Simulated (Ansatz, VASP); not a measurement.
**F in VASP and in Ansatz**

```
CELL_PARAMETERS angstrom
9.00000 0.00000 0.00000
0.00000 9.50000 0.00000
0.00000 0.00000 10.00000
ATOMIC_POSITIONS crystal
F 0.50000 0.50000 0.43009
F 0.50000 0.50000 0.56991
```

Alike in both runs: functional PBEsol; k mesh 1 × 1 × 1; occupations gaussian, width 0.02 eV; no spin polarisation.

Ansatz relaxed the structure, and its values are those at the end. VASP's run is a single point on that final structure, the one shown.

|  | VASP | Ansatz |
| --- | --- | --- |
| version | VASP 6.6.1 | Ansatz 0.2.0 |
| potentials or method | VASP PAW PBE potentials, release 64 (F), cutoff 520 eV | plane waves, PAW |
| valence electrons in the cell | 14 | 14 |

Ansatz gave:

| Item | Value |
| --- | --- |
| rms of the force components (eV/Å) | 0.000 |

Problem. Estimate VASP's values.

Solution. rms of the force components (eV/Å): 0.253.

VASP's potentials were made for PBE, not for PBEsol. One of these differences is far larger than is usual between the two programs; its cause wasn't traced. Ansatz's warnings: end state compared, stress scf threshold loose.
